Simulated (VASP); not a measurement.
# Ag (Pm-3m) in VASP: further runs

Ag is run at these levels: LDA; tasks: single point, relaxation of cell and atoms.

Program: VASP 6.6.1. These are calculated values, not measurements. Logs are shortened: lines on timing, memory, paths and dates and some standing lists are left out, and cuts for length are marked.

## 1. The cell of the first run

Symmetry: Pm-3m, No. 221, cubic system. The conventional cell has a = 2.187 Å, b = 2.187 Å, c = 2.187 Å, α = 90.00°, β = 90.00°, γ = 90.00°. Within 2.9 Å of Ag (site symmetry m-3m) lie 6 Ag at 2.19 Å.

This isn't the form of Ag at room conditions, which is fcc.

## 2. Single point, LDA

INCAR

```
  PREC = Accurate
  ENCUT = 500
  EDIFF = 1E-6
  ISMEAR = -1
  SIGMA = 0.05
  LREAL = F
  LASPH = T
  NELM = 120
  ALGO = Normal
  ISIF = 2
  LWAVE = F
  LCHARG = T
  GGA = CA
  LELF = T
  LVHAR = T
  NBANDS = 12
  GGA_COMPAT = F
```

KPOINTS

```
Automatic mesh
0
Gamma
  17 17 17
```

POSCAR

```
Ag
1.0
    2.1865540312      0.0000000000      0.0000000000
    0.0000000000      2.1865540312      0.0000000000
    0.0000000000      0.0000000000      2.1865540312
Ag
1
Direct
    0.0000000000      0.0000000000      0.0000000000
```

Potentials or basis: VASP PAW LDA potentials, release 64 (Ag).

Started as:

```sh
$ cat potpaw_LDA.64/Ag/POTCAR > POTCAR
$ mpirun -np 1 vasp_std > vasp.out
```

OUTCAR:

```text
PREC = Accurate
   ENCUT = 500
   EDIFF = 1E-6
   ISMEAR = -1
   LREAL = F
   LASPH = T
   NELM = 120
   ISIF = 2
   GGA = CA

 ion  position               nearest neighbor table
   1  0.000  0.000  0.000-

  LATTYP: Found a simple cubic cell.
 ALAT       =     2.1865540312

  Lattice vectors:

 A1 = (   2.1865540312,   0.0000000000,   0.0000000000)
 A2 = (   0.0000000000,   2.1865540312,   0.0000000000)
 A3 = (   0.0000000000,   0.0000000000,   2.1865540312)

Analysis of symmetry for initial positions (statically):
=====================================================================
 Subroutine PRICEL returns:
 Original cell was already a primitive cell.

 Routine SETGRP: Setting up the symmetry group for a
 simple cubic supercell.

 Subroutine GETGRP returns: Found 48 space group operations
 (whereof 48 operations were pure point group operations)
 out of a pool of 48 trial point group operations.

The static configuration has the point symmetry O_h .

Analysis of symmetry for dynamics (positions and initial velocities):
=====================================================================
 Subroutine PRICEL returns:
 Original cell was already a primitive cell.

 Routine SETGRP: Setting up the symmetry group for a
 simple cubic supercell.

 Subroutine GETGRP returns: Found 48 space group operations
 (whereof 48 operations were pure point group operations)
 out of a pool of 48 trial point group operations.

The dynamic configuration has the point symmetry O_h .

 Subroutine INISYM returns: Found 48 space group operations
 (whereof 48 operations are pure point group operations),
 and found     1 'primitive' translations

----------------------------------------------------------------------------------------

                                     Primitive cell

  volume of cell :      10.4540

  direct lattice vectors                    reciprocal lattice vectors
     2.186554031  0.000000000  0.000000000     0.457340631  0.000000000  0.000000000
     0.000000000  2.186554031  0.000000000     0.000000000  0.457340631  0.000000000
     0.000000000  0.000000000  2.186554031     0.000000000  0.000000000  0.457340631

  length of vectors
     2.186554031  2.186554031  2.186554031     0.457340631  0.457340631  0.457340631

  position of ions in fractional coordinates (direct lattice)
     0.000000000  0.000000000  0.000000000

  ion indices of the primitive-cell ions
   primitive index   ion index
                 1           1

----------------------------------------------------------------------------------------

 KPOINTS: Automatic mesh

Automatic generation of k-mesh.
 Grid dimensions read from file:
 generate k-points for:   17   17   17

 Generating k-lattice:

  Cartesian coordinates                     Fractional coordinates (reciprocal lattice)
     0.026902390  0.000000000  0.000000000     0.058823529  0.000000000  0.000000000
     0.000000000  0.026902390  0.000000000     0.000000000  0.058823529  0.000000000
     0.000000000  0.000000000  0.026902390     0.000000000  0.000000000  0.058823529

  Length of vectors
     0.026902390  0.026902390  0.026902390

  Shift w.r.t. Gamma in fractional coordinates (k-lattice)
     0.000000000  0.000000000  0.000000000

 Subroutine IBZKPT returns following result:
 ===========================================

 Found    165 irreducible k-points:

 Following reciprocal coordinates:
            Coordinates               Weight
  0.000000  0.000000  0.000000      1.000000
  0.058824  0.000000  0.000000      6.000000
  0.117647  0.000000  0.000000      6.000000
  0.176471  0.000000  0.000000      6.000000
  0.235294  0.000000  0.000000      6.000000
  0.294118  0.000000  0.000000      6.000000
[... 16 lines left out ...]
  0.411765  0.117647  0.000000     24.000000
  0.470588  0.117647  0.000000     24.000000
 [... further k-points ...]
   k-points           NKPTS =    165   k-points in BZ     NKDIM =    165   number of bands    NBANDS=     12
   number of dos      NEDOS =    301   number of ions     NIONS =      1
   total plane-waves  NPLWV =   4096
   dimension x,y,z NGX =    16 NGY =   16 NGZ =   16
   dimension x,y,z NGXF=    32 NGYF=   32 NGZF=   32
   ions per type =               1
   NGX,Y,Z   is equivalent  to a cutoff of  12.16, 12.16, 12.16 a.u.
   NGXF,Y,Z  is equivalent  to a cutoff of  24.33, 24.33, 24.33 a.u.
 SYSTEM =  unknown system
   PREC   = accura    normal or accurate (medium, high low for compatibility)
   ISTART =      0    job   : 0-new  1-cont  2-samecut
   ICHARG =      2    charge: 1-file 2-atom 10-const
   ISPIN  =      1    spin polarized calculation?
   LNONCOLLINEAR =      F non collinear calculations
   LSORBIT =      F    spin-orbit coupling
   LASPH  =      T    aspherical Exc in radial PAW
   ENCUT  =  500.0 eV  36.75 Ry    6.06 a.u.   3.99  3.99  3.99*2*pi/ulx,y,z
   NELM   =    120;   NELMIN=  2; NELMDL= -5     # of ELM steps
   EDIFF  = 0.1E-05   stopping-criterion for ELM
   LREAL  =      F    real-space projection
   EDIFFG = 0.1E-04   stopping-criterion for IOM
   NSW    =      0    number of steps for IOM
   IBRION =     -1    ionic relax: 0-MD 1-quasi-New 2-CG
   NFREE  =      0    steps in history (QN), initial steepest desc. (CG)
   ISIF   =      2    stress and relaxation
   ISYM   =      2    0-nonsym 1-usesym 2-fastsym
   POTIM  = 0.5000    time-step for ionic-motion
   TEBEG  =    0.0;   TEEND  =   0.0 temperature during run
   PSTRESS=    0.0 pullay stress
   NELECT =      11.0000    total number of electrons
   NUPDOWN=      -1.0000    fix difference up-down
   EMIN   =  10.00;   EMAX   =-10.00  energy-range for DOS
   EFERMI =   0.00;   METHOD = LEGACY
   ISMEAR =    -1;   SIGMA  =   0.05  broadening in eV -4-tet -1-fermi 0-gaus
   EFERMI_NEDOS =   21; number of points for ismear=-14 and -15
   IALGO  =     38    algorithm
   IMIX   =      4    mixing-type and parameters
     AMIX     =   0.40;   BMIX     =  1.00
     AMIX_MAG =   1.60;   BMIX_MAG =  1.00
  volume/ion in A,a.u.               =      10.45        70.55
  Fermi-wavevector in a.u.,A,eV,Ry     =   1.665120  3.146620 37.723844  2.772624
  Thomas-Fermi vector in A             =   2.751545
   LORBIT       =      0    0 simple, 1 ext, 2 COOP (PROOUT), +10 PAW based schemes
   GGA     = CA    functional components
   LHFCALC =     F    Hartree Fock is set to
   AEXX    =    0.0000 exact exchange contribution
   IVDW    =     0    specifies the selected vdW correction
   LEPSILON=     F    determine dielectric tensor
   LRPA    =     F    only Hartree local field effects (RPA)
 non-spin polarized calculation
  energy-cutoff  :      500.00
  volume of cell :       10.45
 maximum number of plane-waves:       282
 NGX is ok and might be reduce to    16
   NGX =  7   NGY =  7   NGZ =  7

 number of electron      11.0000006 magnetization

 Free energy of the ion-electron system (eV)
  ---------------------------------------------------
  ext. energy  EPLUGINS =         0.00000000
  ---------------------------------------------------
  free energy    TOTEN  =         0.54897897 eV

  energy without entropy =        0.55033579  energy(sigma->0) =        0.54965738

 E-fermi :  17.4184     XC(G=0): -15.5545

 val. band max:       17.4068491985   @ k =   0.2941   0.2941   0.2353
 cond. band min:      17.4796619378   @ k =   0.3529   0.3529   0.0588
 fundamental gap:      0.0728127394
 Fermi energy:        17.4184043389

 k-point     1 :       0.0000    0.0000    0.0000
  band No.  band energies     occupation
      1       5.4441      2.00000
      2       5.9368      2.00000
      3       5.9368      2.00000
      4      14.7668      2.00000
      5      14.7668      2.00000
      6      14.7668      2.00000
      7      36.1995      0.00000
      8      36.1995      0.00000
      9      36.1995      0.00000
     10      45.9402      0.00000
     11      45.9402      0.00000
     12      46.5541      0.00000

 k-point     2 :       0.0588    0.0000    0.0000
  band No.  band energies     occupation
      1       5.5730      2.00000
      2       5.9657      2.00000
      3       6.0935      2.00000
      4      14.6315      2.00000
      5      14.6315      2.00000
      6      14.7773      2.00000
      7      35.3216      0.00000
      8      36.4506      0.00000
      9      36.4506      0.00000
     10      44.9653      0.00000
     11      46.1402      0.00000
     12      47.3979      0.00000

 k-point     3 :       0.1176    0.0000    0.0000
  band No.  band energies     occupation
      1       5.8485      2.00000
      2       6.0493      2.00000
      3       6.6552      2.00000
      4      14.2573      2.00000
      5      14.2573      2.00000
      6      14.8075      2.00000
      7      33.3726      0.00000
      8      37.1654      0.00000
      9      37.1654      0.00000
     10      43.0821      0.00000
     11      46.1401      0.00000
     12      49.7387      0.00000

 k-point     4 :       0.1765    0.0000    0.0000
  band No.  band energies     occupation
      1       6.1784      2.00000
      2       6.1808      2.00000
      3       7.6509      2.00000
      4      13.7235      2.00000
      5      13.7235      2.00000
      6      14.8535      2.00000
      7      31.1476      0.00000
      8      38.2464      0.00000
      9      38.2464      0.00000
     10      41.1255      0.00000
     11      45.9773      0.00000
     12      51.7896      0.00000

 k-point     5 :       0.2353    0.0000    0.0000
  band No.  band energies     occupation
      1       6.3379      2.00000
      2       6.5728      2.00000
      3       8.9728      2.00000
      4      13.1253      2.00000
      5      13.1253      2.00000
      6      14.9094      2.00000
      7      28.9842      0.00000
      8      39.3387      0.00000
      9      39.5716      0.00000
     10      39.5716      0.00000
     11      45.5487      0.00000
     12      52.1074      0.00000
[... 228 lines left out ...]
      1       6.7984      2.00000
      2       7.6601      2.00000
      3       9.9588      2.00000
      4      12.6146      2.00000
      5      12.8034      2.00000
      6      14.5034      2.00000
      7      27.6152      0.00000
      8      36.4442      0.00000
      9      39.5066      0.00000
     10      42.0392      0.00000
     11      47.4234      0.00000
     12      51.0215      0.00000

 k-point    22 :       0.3529    0.1176    0.0000
  band No.  band energies     occupation
      1       6.9893      2.00000
      2       8.0475      2.00000
      3      10.2152      2.00000
      4      12.1347      2.00000
      5      13.6651      2.00000
      6      14.5643      2.00000
      7      25.8246      0.00000
      8      36.4300      0.00000
      9      39.4927      0.00000
     10      43.5396      0.00000
     11      45.6484      0.00000
     12      51.2705      0.00000

 k-point    23 :       0.4118    0.1176    0.0000
  band No.  band energies     occupation
      1       7.1304      2.00000
      2       8.4052      2.00000
      3      10.0342      2.00000
      4      11.7897      2.00000
      5      14.6106      2.00000
      6      14.9166      2.00000
      7      24.3797      0.00000
      8      36.0425      0.00000
      9      40.0605      0.00000
     10      43.8677      0.00000
     11      44.9554      0.00000
     12      51.3085      0.00000

 k-point    24 :       0.4706    0.1176    0.0000
  band No.  band energies     occupation
      1       7.2058      2.00000
      2       8.6457      2.00000
      3       9.8427      2.00000
      4      11.6100      2.00000
      5      14.6356      2.00000
      6      15.8131      2.00000
      7      23.4955      0.00000
      8      35.7664      0.00000
      9      40.6562      0.00000
     10      42.6537      0.00000
     11      46.0054      0.00000
     12      50.2776      0.00000

 [... further k-points ...]

------------------------ aborting loop because EDIFF is reached ----------------------------------------

  FORCE on cell =-STRESS in cart. coord.  units (eV):
  Direction    XX          YY          ZZ          XY          YZ          ZX
  --------------------------------------------------------------------------------------
  -------------------------------------------------------------------------------------
  Total       18.1776704     18.1776704     18.1776704     -0.0000000      0.0000000     -0.0000000
  in kB     2785.9169464   2785.9169464   2785.9169464     -0.0000000      0.0000000     -0.0000000
  external PRESSURE =    2785.9169464 kB  Pullay stress =       0.0000000 kB

 VOLUME and BASIS-vectors are now :
 -----------------------------------------------------------------------------
  energy-cutoff  :      500.00
  volume of cell :       10.45
      direct lattice vectors                 reciprocal lattice vectors
     2.186554031  0.000000000  0.000000000     0.457340631  0.000000000  0.000000000
     0.000000000  2.186554031  0.000000000     0.000000000  0.457340631  0.000000000
     0.000000000  0.000000000  2.186554031     0.000000000  0.000000000  0.457340631

 POSITION                                       TOTAL-FORCE (eV/Angst)
 -----------------------------------------------------------------------------------
      0.00000      0.00000      0.00000         0.000000      0.000000      0.000000
 -----------------------------------------------------------------------------------
    total drift:                               -0.000000      0.000000      0.000000

  FREE ENERGIE OF THE ION-ELECTRON SYSTEM (eV)
  ---------------------------------------------------
  free  energy   TOTEN  =         0.5489789701 eV

  energy  without entropy=        0.5503357944  energy(sigma->0) =        0.54965738
```

Run time: 9.1 s. Hardware: 1 thread of AMD EPYC 7R43 (Zen 3), shared host; peak memory 0.09 GiB.

What came out:

| Item | Value |
| --- | --- |
| Free energy | 0.5490 eV |
| Pressure | 278.6 GPa |
| Band gap on the k mesh | zero (an odd number of electrons rules out a gap without spin polarisation) |

Caveat: the cell stands under pressure.

## 3. Single point, LDA

INCAR

```
PREC = Accurate
ENCUT = 500
EDIFF = 1E-6
ISMEAR = -1
SIGMA = 0.05
LREAL = F
LASPH = T
NELM = 120
ALGO = Normal
ISIF = 2
LWAVE = F
LCHARG = F
GGA = CA
NBANDS = 12
GGA_COMPAT = F
```

KPOINTS is that of step 2.

POSCAR

```
Ag
1.0
    2.1869028611      0.0000000000      0.0000000000
    0.0000000000      2.1869028611      0.0000000000
    0.0000000000      0.0000000000      2.1869028611
Ag
1
Direct
    0.0000000000      0.0000000000      0.0000000000
```

Potentials or basis: VASP PAW LDA potentials, release 64 (Ag).

Started as:

```sh
$ cat potpaw_LDA.64/Ag/POTCAR > POTCAR
$ mpirun -np 1 vasp_std > vasp.out
```

Wall time 8.7 s (1 thread of AMD EPYC 7R43 (Zen 3), shared host); peak memory 0.09 GiB.

Results (log left out):

```yaml
Free_energy: 0.5403 eV
Pressure: 278.0 GPa
Band_gap_on_the_k_mesh: zero (an odd number of electrons rules out a gap without spin polarisation)
```

Levels at points of the mesh, in eV from the Fermi level:
| k point | band 3 | band 4 | band 5 | band 6 | band 7 | band 8 | band 9 | band 10 |
| --- | --- | --- | --- | --- | --- | --- | --- | --- |
| (0.00, 0.00, 0.00) | -11.48 | -2.65 | -2.65 | -2.65 | 18.78 | 18.78 | 18.78 | 28.51 |

Caveat: the cell stands under pressure.

## 4. Relaxation of cell and atoms, LDA, target pressure 280 GPa, at which the enthalpy is minimised

This run uses another cell than the first one, of 9.95 Å³/atom.

INCAR

```
SYSTEM = Ag
ALGO = Normal
EDIFF = 1E-7
EDIFFG = -0.005
ENCUT = 500
GGA_COMPAT = .False.
IBRION = 2
ISIF = 3
ISMEAR = -1
LASPH = .True.
LCHARG = .False.
LREAL = .False.
LWAVE = .False.
NELM = 120
NELMIN = 4
NSW = 60
PREC = Accurate
PSTRESS = 2800.0
SIGMA = 0.05
```

KPOINTS

```
k-points
0
Gamma
  17 17 17
  0 0 0
```

POSCAR

```
Ag
1.0
    2.1509692115      0.0000000000      0.0000000000
    0.0000000000      2.1509692115      0.0000000000
    0.0000000000      0.0000000000      2.1509692115
Ag
1
Direct
    0.0000000000      0.0000000000      0.0000000000
```

Started as:

```sh
$ cat potpaw_LDA.64/Ag/POTCAR > POTCAR
$ mpirun -np 1 vasp_std > vasp.out
```

Wall time 45 s (1 thread of AMD EPYC 7R43 (Zen 3), shared host); peak memory 0.1 GiB.

The run converged. Its results:

| Property | Result |
| --- | --- |
| Free energy | 0.5705 eV |
| Relaxed volume | 10.44 Å³/atom |
| Relaxed cell | a = 2.186 Å, b = 2.186 Å, c = 2.186 Å, α = 90.00°, β = 90.00°, γ = 90.00° |
| Space group after relaxing (to 0.1 Å) | Pm-3m (No. 221) |
| Energy change on relaxing (the run minimises the enthalpy) | -948.8 meV/atom |
| Ionic steps | 16 |
| Pressure after relaxing | 280.1 GPa |
| Band gap on the k mesh | zero (an odd number of electrons rules out a gap without spin polarisation) |

The path:
```csv
step,energy change (eV),largest force (eV/Å),pressure (GPa),volume (Å³)
1,0.0000,0.0000,342.55,9.95
2,-4.7923,0.0000,14.14,16.66
3,-1.2270,0.0000,261.79,10.61
4,-0.9612,0.0000,279.24,10.45
5,-0.9435,0.0000,280.39,10.44
6,-0.9439,0.0000,280.37,10.44
7,-0.9450,0.0000,280.31,10.44
8,-0.9450,0.0000,280.30,10.44
9,-0.9450,0.0000,280.30,10.44
10,-0.9450,0.0000,280.30,10.44
11,-0.9451,0.0000,280.30,10.44
12,-0.9452,0.0000,280.29,10.44
13,-0.9454,0.0000,280.27,10.44
14,-0.9459,0.0000,280.24,10.44
15,-0.9469,0.0000,280.18,10.44
16,-0.9488,0.0000,280.06,10.44
```

Final structure:
```yaml
crystal:
  lattice:
    - [2.18571, 0.00000, 0.00000]
    - [0.00000, 2.18571, 0.00000]
    - [0.00000, 0.00000, 2.18571]
  atoms:
    - { symbol: Ag, position: [0.00000, 0.00000, 0.00000] }
```

Levels at points of the mesh, in eV from the Fermi level:
| k point | band 2 | band 3 | band 4 | band 5 | band 6 | band 7 | band 8 | band 9 |
| --- | --- | --- | --- | --- | --- | --- | --- | --- |
| (0.00, 0.00, 0.00) | -11.50 | -11.50 | -2.65 | -2.65 | -2.65 | 18.79 | 18.79 | 18.79 |

Caveat: the cell is relaxed towards a set pressure, so the run minimises the enthalpy, not the energy.

## 5. Relaxation of cell and atoms, LDA, target pressure 280 GPa, at which the enthalpy is minimised

INCAR

```
SYSTEM = Ag
PREC = Accurate ; ENCUT = 500
EDIFF = 1E-7 ; ISMEAR = -1
SIGMA = 0.05 ; LREAL = .False.
LASPH = .True. ; NELM = 120
ALGO = Normal ; ISIF = 3
LWAVE = .False. ; LCHARG = .False.
IBRION = 2 ; NSW = 32
EDIFFG = -0.005 ; PSTRESS = 2800.0
GGA_COMPAT = .False. ; NELMIN = 4
```

KPOINTS

```
Automatic mesh
0
Gamma
  17 17 17
  0 0 0
```

POSCAR

```
Ag
1.0
    2.1865540312      0.0000000000      0.0000000000
    0.0000000000      2.1865540312      0.0000000000
    0.0000000000      0.0000000000      2.1865540312
Ag
1
Direct
    0.0000000000      0.0000000000      0.0000000000
```

Started as:

```sh
$ cat potpaw_LDA.64/Ag/POTCAR > POTCAR
$ mpirun -np 1 vasp_std > vasp.out
```

Wall time 15 s (1 thread of AMD EPYC 7R43 (Zen 3), shared host); peak memory 0.09 GiB.

The run converged. Its results:

| Property | Result |
| --- | --- |
| Free energy | 0.5701 eV |
| Relaxed volume | 10.44 Å³/atom |
| Relaxed cell | a = 2.186 Å, b = 2.186 Å, c = 2.186 Å, α = 90.00°, β = 90.00°, γ = 90.00° |
| Space group after relaxing (to 0.1 Å) | Pm-3m (No. 221) |
| Energy change on relaxing (the run minimises the enthalpy) | +21.2 meV/atom |
| Ionic steps | 3 |
| Pressure after relaxing | 280.0 GPa |
| Band gap on the k mesh | zero (an odd number of electrons rules out a gap without spin polarisation) |

The path:
```csv
step,energy change (eV),largest force (eV/Å),pressure (GPa),volume (Å³)
1,0.0000,0.0000,278.60,10.45
2,0.2454,0.0000,294.73,10.32
3,0.0212,0.0000,279.98,10.44
```

Final structure:
```yaml
crystal:
  lattice:
    - [2.18571, 0.00000, 0.00000]
    - [0.00000, 2.18571, 0.00000]
    - [0.00000, 0.00000, 2.18571]
  atoms:
    - { symbol: Ag, position: [0.00000, 0.00000, 0.00000] }
```

Levels at points of the mesh, in eV from the Fermi level:
```
           k point  band 2  band 3  band 4  band 5  band 6  band 7  band 8  band 9
(0.00, 0.00, 0.00)  -11.50  -11.50   -2.65   -2.65   -2.65   18.79   18.79   18.79
```

Caveat: the cell is relaxed towards a set pressure, so the run minimises the enthalpy, not the energy.

## 6. Overview

```csv
task,cell,gap on the mesh (eV),pressure (GPa)
single point,"a = 2.187 Å, 1 atom",none,278.0
relaxation of cell and atoms,"relaxed to 280 GPa from a = 2.151 Å, 1 atom",none,280.1
relaxation of cell and atoms,"relaxed to 280 GPa from a = 2.187 Å, 1 atom",none,280.0
```

Alike in all rows: level LDA; potentials or basis VASP PAW LDA potentials, release 64 (Ag); no spin polarisation; k mesh 17 × 17 × 17; cutoff (eV) 500; smearing fermi-dirac 0.05 eV.

Caveats: the cell is relaxed towards a set pressure, so the run minimises the enthalpy, not the energy (at least some runs); the cell stands under pressure (at least some runs).

Absolute energies hang on the potentials; compare differences alone.
